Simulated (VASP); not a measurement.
# LaRhI6 (R-3) in VASP: further runs, part 2 of 2

VASP 6.6.1.

## Step 3: Single point, r2SCAN+rVV10

This run uses another cell than the first one, of 41.13 Å³/atom.

File POSCAR:

```
LaRhI6
1.0
    6.2150258142      3.5882468280      2.4590672190
   -6.2150258142      3.5882468280      2.4590672190
    0.0000000000     -7.1764936525      2.4590672242
La Rh I
1 1 6
Direct
    0.0000000000      0.0000000000      0.0000000000
    0.5000000000      0.5000000000      0.5000000000
    0.4893448139      0.2756265754      0.1275423893
    0.2756265754      0.1275423893      0.4893448139
    0.8724576107      0.5106551861      0.7243734246
    0.7243734246      0.8724576107      0.5106551861
    0.5106551861      0.7243734246      0.8724576107
    0.1275423893      0.4893448139      0.2756265754
```

File INCAR.step1:

```
  PREC = Accurate
  ENCUT = 520
  ISMEAR = -1
  SIGMA = 0.03
  LREAL = F
  LASPH = T
  NELM = 80
  NBANDS = 44
  GGA = PE
  ALGO = Normal
  EDIFF = 1E-4
  LWAVE = T
  LCHARG = F
```

File INCAR.step2:

```
  PREC = Accurate
  ENCUT = 520
  EDIFF = 1E-7
  ISMEAR = -1
  SIGMA = 0.03
  LREAL = F
  LASPH = T
  NELM = 80
  ALGO = Normal
  ISIF = 2
  LWAVE = F
  LCHARG = F
  METAGGA = R2SCAN
  LMIXTAU = T
  LUSE_VDW = T
  IVDW_NL = 2
  BPARAM = 11.95
  CPARAM = 0.0093
  NBANDS = 44
  ISTART = 1
```

File KPOINTS:

```
Automatic mesh
0
Gamma
  4 4 4
```

Potentials or basis: VASP PAW PBE potentials, release 64 (La, Rh_pv, I).

Started as:

```console
$ cat potpaw_PBE.64/La/POTCAR potpaw_PBE.64/Rh_pv/POTCAR potpaw_PBE.64/I/POTCAR > POTCAR
$ cp INCAR.step1 INCAR
$ mpirun -np 1 vasp_std > vasp.out
$ cp INCAR.step2 INCAR
$ mpirun -np 1 vasp_std > vasp.out
```

OUTCAR:

```text
PREC = Accurate
   ENCUT = 520
   EDIFF = 1E-7
   ISMEAR = -1
   LREAL = F
   LASPH = T
   NELM = 80
   ISIF = 2
   METAGGA = R2SCAN
   IVDW_NL = 2
   BPARAM = 11.95
   ISTART = 1

 ion  position               nearest neighbor table
   1  0.000  0.000  0.000-   3 3.15   7 3.15   5 3.15   8 3.15   4 3.15   6 3.15
   2  0.500  0.500  0.500-   4 2.71   6 2.71   5 2.71   8 2.71   7 2.71   3 2.71
   3  0.489  0.276  0.128-   2 2.71   1 3.15
   4  0.276  0.128  0.489-   2 2.71   1 3.15
   5  0.872  0.511  0.724-   2 2.71   1 3.15
   6  0.724  0.872  0.511-   2 2.71   1 3.15
   7  0.511  0.724  0.872-   2 2.71   1 3.15
   8  0.128  0.489  0.276-   2 2.71   1 3.15

  LATTYP: Found a trigonal (rhomboedric) cell.
 ALAT       =     7.5861105158
 COS(alpha) =    -0.3423863851

  Lattice vectors:

 A1 = (   6.2150258142,   3.5882468280,   2.4590672190)
 A2 = (  -6.2150258142,   3.5882468280,   2.4590672190)
 A3 = (   0.0000000000,  -7.1764936525,   2.4590672242)

Analysis of symmetry for initial positions (statically):
=====================================================================
 Subroutine PRICEL returns:
 Original cell was already a primitive cell.

 Routine SETGRP: Setting up the symmetry group for a
 trigonal (rhombohedral) supercell.

 Subroutine GETGRP returns: Found  6 space group operations
 (whereof  6 operations were pure point group operations)
 out of a pool of 12 trial point group operations.

The static configuration has the point symmetry S_6 .

Analysis of symmetry for dynamics (positions and initial velocities):
=====================================================================
 Subroutine PRICEL returns:
 Original cell was already a primitive cell.

 Routine SETGRP: Setting up the symmetry group for a
 trigonal (rhombohedral) supercell.

 Subroutine GETGRP returns: Found  6 space group operations
 (whereof  6 operations were pure point group operations)
 out of a pool of 12 trial point group operations.

The dynamic configuration has the point symmetry S_6 .

 Subroutine INISYM returns: Found  6 space group operations
 (whereof  6 operations are pure point group operations),
 and found     1 'primitive' translations

----------------------------------------------------------------------------------------

                                     Primitive cell

  volume of cell :     329.0386

  direct lattice vectors                    reciprocal lattice vectors
     6.215025814  3.588246828  2.459067219     0.080450189  0.046447938  0.135552754
    -6.215025814  3.588246828  2.459067219    -0.080450189  0.046447938  0.135552754
     0.000000000 -7.176493652  2.459067224     0.000000000 -0.092895876  0.135552754

  length of vectors
     7.586110516  7.586110516  7.586110516     0.164329525  0.164329525  0.164329525

  position of ions in fractional coordinates (direct lattice)
     0.000000000  0.000000000  0.000000000
     0.500000000  0.500000000  0.500000000
     0.489344814  0.275626575  0.127542389
     0.275626575  0.127542389  0.489344814
     0.872457611  0.510655186  0.724373425
     0.724373425  0.872457611  0.510655186
     0.510655186  0.724373425  0.872457611
[... 49 lines left out ...]
  0.250000  0.250000  0.250000      2.000000
  0.500000  0.250000  0.250000      6.000000
 -0.250000  0.250000  0.250000      6.000000
  0.500000  0.500000  0.250000      6.000000
 -0.250000  0.500000  0.250000      6.000000
  0.500000  0.500000  0.500000      1.000000
   k-points           NKPTS =     14   k-points in BZ     NKDIM =     14   number of bands    NBANDS=     44
   number of dos      NEDOS =    301   number of ions     NIONS =      8
   total plane-waves  NPLWV = 175616
   dimension x,y,z NGX =    56 NGY =   56 NGZ =   56
   dimension x,y,z NGXF=   112 NGYF=  112 NGZF=  112
   ions per type =               1   1   6
   NGX,Y,Z   is equivalent  to a cutoff of  12.27, 12.27, 12.27 a.u.
   NGXF,Y,Z  is equivalent  to a cutoff of  24.54, 24.54, 24.54 a.u.
 SYSTEM =  unknown system
   PREC   = accura    normal or accurate (medium, high low for compatibility)
   ISTART =      1    job   : 0-new  1-cont  2-samecut
   ICHARG =      0    charge: 1-file 2-atom 10-const
   ISPIN  =      1    spin polarized calculation?
   LNONCOLLINEAR =      F non collinear calculations
   LSORBIT =      F    spin-orbit coupling
   LASPH  =      T    aspherical Exc in radial PAW
   ENCUT  =  520.0 eV  38.22 Ry    6.18 a.u.  14.11 14.11 14.11*2*pi/ulx,y,z
   NELM   =     80;   NELMIN=  2; NELMDL=  0     # of ELM steps
   EDIFF  = 0.1E-06   stopping-criterion for ELM
   LREAL  =      F    real-space projection
   EDIFFG = 0.1E-05   stopping-criterion for IOM
   NSW    =      0    number of steps for IOM
   IBRION =     -1    ionic relax: 0-MD 1-quasi-New 2-CG
   NFREE  =      0    steps in history (QN), initial steepest desc. (CG)
   ISIF   =      2    stress and relaxation
   ISYM   =      2    0-nonsym 1-usesym 2-fastsym
   POTIM  = 0.5000    time-step for ionic-motion
   TEBEG  =    0.0;   TEEND  =   0.0 temperature during run
   PSTRESS=    0.0 pullay stress
   NELECT =      68.0000    total number of electrons
   NUPDOWN=      -1.0000    fix difference up-down
   EMIN   =  10.00;   EMAX   =-10.00  energy-range for DOS
   EFERMI =   0.00;   METHOD = LEGACY
   ISMEAR =    -1;   SIGMA  =   0.03  broadening in eV -4-tet -1-fermi 0-gaus
   EFERMI_NEDOS =   21; number of points for ismear=-14 and -15
   IALGO  =     38    algorithm
   IMIX   =      4    mixing-type and parameters
     AMIX     =   0.40;   BMIX     =  1.00
     AMIX_MAG =   1.60;   BMIX_MAG =  1.00
  volume/ion in A,a.u.               =      41.13       277.56
  Fermi-wavevector in a.u.,A,eV,Ry     =   0.967896  1.829059 12.746254  0.936823
  Thomas-Fermi vector in A             =   2.097820
   LORBIT       =      0    0 simple, 1 ext, 2 COOP (PROOUT), +10 PAW based schemes
   METAGGA = R2SCAN    functional components
   LHFCALC =     F    Hartree Fock is set to
   AEXX    =    0.0000 exact exchange contribution
   IVDW_NL    =     2    kernel type
   BPARAM     =11.9500
   IVDW    =     0    specifies the selected vdW correction
   LEPSILON=     F    determine dielectric tensor
   LRPA    =     F    only Hartree local field effects (RPA)
 non-spin polarized calculation
  energy-cutoff  :      520.00
  volume of cell :      329.04
 maximum number of plane-waves:      8874
   NGX = 29   NGY = 29   NGZ = 29

 number of electron      68.0000002 magnetization

 Free energy of the ion-electron system (eV)
  ---------------------------------------------------
  ext. energy  EPLUGINS =         0.00000000
  ---------------------------------------------------
  free energy    TOTEN  =      -207.03254634 eV

  energy without entropy =     -207.03254634  energy(sigma->0) =     -207.03254634

 E-fermi :   3.1863     XC(G=0):  -8.5074

 val. band max:        2.3994031170   @ k =   0.2500   0.2500   0.2500
 cond. band min:       3.9582172772   @ k =   0.5000   0.5000   0.5000
 fundamental gap:      1.5588141602
 Fermi energy:         3.1863200754

 k-point     1 :       0.0000    0.0000    0.0000
  band No.  band energies     occupation
      1     -44.7531      2.00000
      2     -44.7531      2.00000
      3     -44.7499      2.00000
      4     -30.7321      2.00000
      5     -14.2036      2.00000
      6     -14.0870      2.00000
[... 647 lines left out ...]
     43       5.8453      0.00000
     44       5.9138      0.00000

------------------------ aborting loop because EDIFF is reached ----------------------------------------

  FORCE on cell =-STRESS in cart. coord.  units (eV):
  Direction    XX          YY          ZZ          XY          YZ          ZX
  --------------------------------------------------------------------------------------
  -------------------------------------------------------------------------------------
  Total        0.1906396      0.1906396      0.1836879     -0.0000000     -0.0000000     -0.0000000
  in kB        0.9282752      0.9282752      0.8944257     -0.0000001     -0.0000000     -0.0000000
  external PRESSURE =       0.9169920 kB  Pullay stress =       0.0000000 kB

 VOLUME and BASIS-vectors are now :
 -----------------------------------------------------------------------------
  energy-cutoff  :      520.00
  volume of cell :      329.04
      direct lattice vectors                 reciprocal lattice vectors
     6.215025814  3.588246828  2.459067219     0.080450189  0.046447938  0.135552754
    -6.215025814  3.588246828  2.459067219    -0.080450189  0.046447938  0.135552754
     0.000000000 -7.176493652  2.459067224     0.000000000 -0.092895876  0.135552754

 POSITION                                       TOTAL-FORCE (eV/Angst)
 -----------------------------------------------------------------------------------
      0.00000      0.00000      0.00000        -0.000000     -0.000000     -0.000000
      0.00000      0.00000      3.68860        -0.000000     -0.000000     -0.000000
      1.32826      1.82960      2.19475         0.009415      0.011805     -0.010078
      0.92035     -2.06511      2.19475         0.005516     -0.014056     -0.010078
      2.24861     -0.23551      5.18245         0.014931     -0.002251      0.010078
     -0.92035      2.06511      5.18245        -0.005516      0.014056      0.010078
     -1.32826     -1.82960      5.18245        -0.009415     -0.011805      0.010078
     -2.24861      0.23551      2.19475        -0.014931      0.002251     -0.010078
 -----------------------------------------------------------------------------------
    total drift:                                0.000000      0.000000     -0.000000

  FREE ENERGIE OF THE ION-ELECTRON SYSTEM (eV)
  ---------------------------------------------------
  free  energy   TOTEN  =      -207.0325463358 eV

  energy  without entropy=     -207.0325463358  energy(sigma->0) =     -207.03254634
```

Wall time 12 min (1 thread of Intel Xeon 6975P-C (Granite Rapids), shared host); peak memory 1.2 GiB.

Results:

- Free energy: -207.0325 eV
- Pressure: 0.1 GPa
- Largest force: 0.018 eV/Å
- Band gap on the k mesh: 1.56 eV (least direct gap 1.68 eV)

Forces on the atoms (eV/Å):
```
La   0.000  0.000  0.000
Rh   0.000  0.000  0.000
I    0.009  0.012 -0.010
I    0.006 -0.014 -0.010
I    0.015 -0.002  0.010
I   -0.006  0.014  0.010
I   -0.009 -0.012  0.010
I   -0.015  0.002 -0.010
```

Caveat: the PAW data sets were made with another functional, which shifts forces and pressure a little; spin-orbit coupling is left out, which moves the levels of the heavy elements. A k mesh can miss the band edges.
